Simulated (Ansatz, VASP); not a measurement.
# One calculation of GaN, two programs

```xyz
2
Lattice="0.0000 1.9991 1.9991 1.9991 0.0000 1.9991 1.9991 1.9991 0.0000" Properties=species:S:1:pos:R:3 pbc="T T T"
Ga    1.9991    1.9991    1.9991
N     0.0000    0.0000    0.0000
```

Alike in both runs: task single point; functional PBEsol; k mesh 14 × 14 × 14; occupations gaussian, width 0.05 eV; no spin polarisation.

|  | VASP | Ansatz |
| --- | --- | --- |
| version | VASP 6.6.1 | Ansatz 0.2.0 |
| potentials or method | VASP PAW PBE potentials, release 64 (Ga_d, N), cutoff 520 eV | scalar-relativistic, plane waves, PAW |
| valence electrons in the cell | 18 | 18 |

```csv
,VASP,Ansatz,Ansatz less VASP
gap on the k mesh at the Fermi level (eV),1.63,1.64,+0.010
least direct gap on the mesh (eV),5.07,5.03,-0.034
```

VASP's potentials were made for PBE, not for PBEsol.
